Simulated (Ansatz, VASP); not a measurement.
## Cu: VASP beside Ansatz

File INCAR:

```
  ALGO = Fast
  EDIFF = 1E-6
  ENCUT = 520
  GGA = PE
  ISIF = 2
  ISMEAR = 0
  LASPH = True
  LCHARG = False
  LREAL = False
  LWAVE = False
  NBANDS = 18
  NELM = 60
  PREC = Accurate
  SIGMA = 0.15
```

KPOINTS

```
k-points
0
Gamma
  24 24 12
```

POSCAR

```
Cu
1.0
    2.5974490865      0.0000000000      0.0000000000
   -1.2987245433      2.2494568940      0.0000000000
    0.0000000000      0.0000000000      4.0097567250
Cu
2
Direct
    0.3333333333      0.6666666667      0.2500000000
    0.6666666667      0.3333333333      0.7500000000
```

Input for Ansatz:

```yaml
crystal:
  lattice:
    - [2.5974490865, 0.0, 0.0]
    - [-1.2987245433, 2.249456894, 0.0]
    - [0.0, 0.0, 4.009756725]
  atoms:
    - { symbol: Cu, position: [0.3333333333, 0.6666666667, 0.25] }
    - { symbol: Cu, position: [0.6666666667, 0.3333333333, 0.75] }
basis:
  ecutwfc: 420
kpoints:
  mp_grid: { grid: [24, 24, 12] }
hamiltonian:
  xc: pbe
scf:
  occupations: { method: gaussian, width: 0.15 }
output:
  forces: true
  stress: true
  eigenvalues: true
  write_density: true
  write_potential: true
  elf: true
  volumetric_format: npy
```

Change from the starting cell: strain +0.025 along x and y, -0.025 along z, atoms carried along.

Alike in both runs: task single point; functional PBE; k mesh 24 × 24 × 12; occupations gaussian, width 0.15 eV; no spin polarisation.

```csv
,VASP,Ansatz
version,VASP 6.6.1,Ansatz 0.2.0
potentials or method,"VASP PAW PBE potentials, release 64 (Cu), cutoff 520 eV","scalar-relativistic, plane waves, PAW"
valence electrons in the cell,22,38
```

VASP gave:

| Item | Value |
| --- | --- |
| gap on the k mesh at the Fermi level (eV) | none |
| pressure (GPa) | 4.6 |
| traceless stress, the component that is largest in VASP (GPa) | 6.94 |

**Question.** Estimate Ansatz's values.

**Answer.** gap on the k mesh at the Fermi level (eV): none; pressure (GPa): 3.8; traceless stress, the component that is largest in VASP (GPa): 6.99.

A gap of «none» marks a metal or a gap that the smearing closes. VASP's potentials hold 22 valence electrons a cell and Ansatz's 38, so a difference there can come from the potentials and not from the codes.
